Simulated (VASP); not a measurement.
CsPbBr3, 5 atoms in the cell. It takes space group P4/mmm (No. 123, tetragonal). The conventional cell has a = 5.811 Å, b = 5.811 Å, c = 5.870 Å, α = 90.00°, β = 90.00°, γ = 90.00°. Pb (site symmetry 4/mmm) has 6 Br at 2.91 to 2.94 Å within 3.8 Å. Cs (site symmetry 4/mmm) has 12 Br at 4.11 to 4.13 Å and 8 Pb at 5.05 Å within 5.4 Å. Within 3.9 Å of Br (site symmetry 4/mmm) lie 2 Pb at 2.94 Å. Within 3.8 Å of Br (site symmetry mmm) lie 2 Pb at 2.91 Å. 

- Program: VASP 6.6.1
- Task: relaxation of the atoms
- Functional: PBEsol
- Potentials or basis: VASP PAW PBE potentials, release 64 (Pb_d, Cs_sv, Br)
- Cutoff: 450 eV
- k mesh: 4 × 4 × 4
- Occupations: fermi-dirac, width 0.05 eV
- Spin: no spin polarisation
- Dipole correction: no
- Further INCAR settings: ALGO = Normal; EDIFF = 1e-07; IBRION = 2; EDIFFG = -0.01; NSW = 60

Potentials or basis: VASP PAW PBE potentials, release 64 (Pb_d, Cs_sv, Br).

Command:

```bash
$ cat potpaw_PBE.64/Pb_d/POTCAR potpaw_PBE.64/Cs_sv/POTCAR potpaw_PBE.64/Br/POTCAR > POTCAR
$ mpirun -np 1 vasp_std > vasp.out
```

Hardware: 1 thread of Intel(R) Xeon(R) Platinum 8259CL CPU @ 2.50GHz (Skylake/Cascade Lake) (shared host).

Question: How long does it take, and how much memory?

Answer: Wall time 61 s on 1 thread of Intel(R) Xeon(R) Platinum 8259CL CPU @ 2.50GHz (Skylake/Cascade Lake), on a shared host, peak memory 0.29 GiB. Counts: scf iterations 15, k points 18, ion steps 1.
